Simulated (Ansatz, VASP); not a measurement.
# C in VASP and in Ansatz

```
C
1.0
     2.12732   -1.22828    0.00000
     2.12732    1.22828    0.00000
    -1.37907    0.00000    3.50283
C
2
Direct
  0.16664 0.16664 0.99991
  0.83336 0.83336 0.00009
```

Alike in both runs: functional BLYP; k mesh 13 × 13 × 8; occupations fermi-dirac, width 0.05 eV; no spin polarisation.

```csv
,VASP,Ansatz
version,VASP 6.6.1,Ansatz 0.2.0
potentials or method,"VASP PAW PBE potentials, release 64 (C)",Ansatz PAW
plane-wave cutoff (eV),520,420
valence electrons in the cell,8,8
task,single point,band structure
```

VASP gave:

| Property | Result |
| --- | --- |
| pressure (GPa) | 6.7 |
| traceless stress, the component that is largest in VASP (GPa) | -3.16 |

What did Ansatz give for the same quantities?

Pressure (GPa): 6.4; traceless stress, the component that is largest in VASP (GPa): -2.71.

VASP's potentials were made for PBE, not for BLYP.
